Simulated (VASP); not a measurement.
A run of VASP 6.6.1:

Contents of INCAR:

```
PREC     = Accurate       # precision mode
ENCUT    = 520            # plane-wave cutoff, eV
EDIFF    = 1E-8           # SCF threshold, eV
ISMEAR   = -1             # smearing method
SIGMA    = 0.05           # smearing width, eV
LREAL    = False          # projectors in reciprocal space
LASPH    = True           # aspherical terms in the spheres
NELM     = 60             # most SCF steps
ALGO     = Normal         # electronic algorithm
ISIF     = 2              # what is computed and relaxed
LWAVE    = False          # write WAVECAR
LCHARG   = False          # write CHGCAR
GGA      = PE             # functional
LEFG     = True         
NBANDS   = 18             # bands
```

File KPOINTS:

```
Automatic mesh
0
Gamma
  11 11 6
```

File POSCAR:

```
La
1.0
    3.8114884224      0.0000000000      0.0000000000
   -1.9057442111      3.3008458000      0.0000000000
    0.0000000000      0.0000000000      6.1695258859
La
2
Direct
    0.3333333333      0.6666666667      0.2500000000
    0.6666666667      0.3333333333      0.7500000000
```

Potentials or basis: VASP PAW PBE potentials, release 64 (La).

Command:

```sh
$ cat potpaw_PBE.64/La/POTCAR > POTCAR
$ mpirun -np 1 vasp_std > vasp.out
```

Hardware: 1 thread of Intel(R) Xeon(R) Platinum 8375C CPU @ 2.90GHz (Ice Lake), with other jobs on the host.

Problem. Estimate the wall time of this run.

Solution. Run time: 2 min on 1 thread of Intel(R) Xeon(R) Platinum 8375C CPU @ 2.90GHz (Ice Lake), on a shared host, peak memory 0.25 GiB. Counts: scf iterations 21, k points 64.
